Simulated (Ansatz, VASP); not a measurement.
# Sb in VASP and in Ansatz

```
CELL_PARAMETERS angstrom
-1.49997 1.49997 2.47171
1.49997 -1.49997 2.47171
1.49997 1.49997 -2.47171
ATOMIC_POSITIONS crystal
Sb 0.00000 0.00000 0.00000
```

Change from the starting cell: volume scaled by 0.99, PAW files.

Alike in both runs: task electric field gradients; functional PBE; k mesh 19 × 19 × 19; occupations fermi-dirac, width 0.05 eV; no spin polarisation.

|  | VASP | Ansatz |
| --- | --- | --- |
| version | VASP 6.6.1 | Ansatz 0.2.0 |
| potentials or method | VASP PAW PBE potentials, release 64 (Sb) | PAW with Ansatz's default frozen-core files, scalar-relativistic |
| plane-wave cutoff (eV) | 520 | 420 |
| valence electrons in the cell | 5 | 15 |

```csv
,VASP,Ansatz,Ansatz less VASP
pressure (GPa),20.6,20.7,+0.02
"traceless stress, the component that is largest in VASP (GPa)",-1.71,-1.61,+0.097
size of Vzz on the site where it differs most (V/Å²),38.8,38.1,-0.73
```

VASP's potentials hold 5 valence electrons a cell and Ansatz's 15, so a difference there can come from the potentials and not from the codes.

Neither program's run includes spin-orbit coupling.
